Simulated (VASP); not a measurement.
A run of VASP 6.6.1 is set up as follows.

Contents of INCAR:

```
PREC = Accurate ; ENCUT = 520
EDIFF = 1E-7 ; ISMEAR = -1
SIGMA = 0.1 ; LREAL = False
LASPH = True ; NELM = 80
ALGO = Normal ; ISIF = 2
LWAVE = False ; LCHARG = False
GGA = PE ; NBANDS = 14
```

The input KPOINTS:

```
regular mesh
0
Gamma
  16 16 14
```

File POSCAR:

```
HfC
1.0
    2.9095361993      0.0000000000      0.0000000000
   -1.4547680996      2.5197322618      0.0000000000
    0.0000000000      0.0000000000      2.7196385526
Hf C
1 1
Direct
    0.0000000000      0.0000000000      0.0000000000
    0.3333333333      0.6666666667      0.5000000000
```

Potentials or basis: VASP PAW PBE potentials, release 64 (Hf_pv, C).

Run with:

```sh
$ cat potpaw_PBE.64/Hf_pv/POTCAR potpaw_PBE.64/C/POTCAR > POTCAR
$ mpirun -np 1 vasp_std > vasp.out
```

Task: Predict the pressure.

Result: 93.8 GPa.

Task: Estimate the band gap on the k mesh.

Result: Zero (bands 7 and 8 overlap by 0.95 eV).

Stress tensor (GPa, compression positive):
```
94.27  0.00  0.00
 0.00 94.27  0.00
 0.00  0.00 92.90
```

Caveat: the cell stands under pressure; spin-orbit coupling is left out, which moves the levels of the heavy elements.
